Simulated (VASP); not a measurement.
Set up this calculation in VASP 6.6.1, as the native input.

```
Task                   : relaxation of cell and atoms
Functional             : PBE
Potentials or basis    : VASP PAW PBE potentials, release 64 (As, O)
Cutoff                 : 600 eV
k mesh                 : 8 × 8 × 8
Occupations            : gaussian, width 0.1 eV
Spin                   : no spin polarisation
Dipole correction      : no
Further INCAR settings : ALGO = Normal; EDIFF = 1e-06; IBRION = 2; EDIFFG = -0.01; NSW = 100; ISIF = 3
```

The structure of As7O lies in POSCAR:

```
As7O
1.0
    0.0000000000      4.1344317215      4.1344317215
    4.1344317215      0.0000000000      4.1344317215
    4.1344317215      4.1344317215      0.0000000000
As O
7 1
Direct
    0.5000000000      0.5000000000      0.5000000000
    0.0000000000      0.5000000000      0.0000000000
    0.5000000000      0.0000000000      0.0000000000
    0.0000000000      0.5000000000      0.5000000000
    0.5000000000      0.0000000000      0.5000000000
    0.0000000000      0.0000000000      0.5000000000
    0.5000000000      0.5000000000      0.0000000000
    0.0000000000      0.0000000000      0.0000000000
```

These files were run (other wordings do the same):

INCAR

```
ALGO     = Normal         # electronic algorithm
EDIFF    = 1E-6           # SCF threshold, eV
EDIFFG   = -0.01          # ionic threshold
ENCUT    = 600            # plane-wave cutoff, eV
GGA      = PE             # functional
IBRION   = 2              # ionic algorithm
ISIF     = 3              # what is computed and relaxed
ISMEAR   = 0              # smearing method
LASPH    = T              # aspherical terms in the spheres
LCHARG   = F              # write CHGCAR
LREAL    = F              # projectors in reciprocal space
LWAVE    = F              # write WAVECAR
NELM     = 100            # most SCF steps
NSW      = 100            # ionic steps
PREC     = Accurate       # precision mode
SIGMA    = 0.1            # smearing width, eV
```

KPOINTS

```
k-points
0
Gamma
  8 8 8
```

Potentials or basis: VASP PAW PBE potentials, release 64 (As, O).

Command:

```sh
$ cat potpaw_PBE.64/As/POTCAR potpaw_PBE.64/O/POTCAR > POTCAR
$ mpirun -np 1 vasp_std > vasp.out
```

Results of the run:

* Relaxed volume: 17.72 Å³/atom
* Relaxed cell: a = 5.853 Å, b = 5.853 Å, c = 5.853 Å, α = 60.00°, β = 60.00°, γ = 60.00°
* Space group after relaxing (to 0.05 Å): Fm-3m (No. 225)
* Energy gained by relaxing: 0.0 meV/atom
* Ionic steps: 2
* Pressure after relaxing: 0.0 GPa

Caveat: an odd number of electrons without spin polarisation forces a metal; a magnetic or distorted state may lie lower.

Run time: 4 min on 1 thread of Intel(R) Xeon(R) Platinum 8488C (Sapphire Rapids) (shared host), peak memory 0.38 GiB.
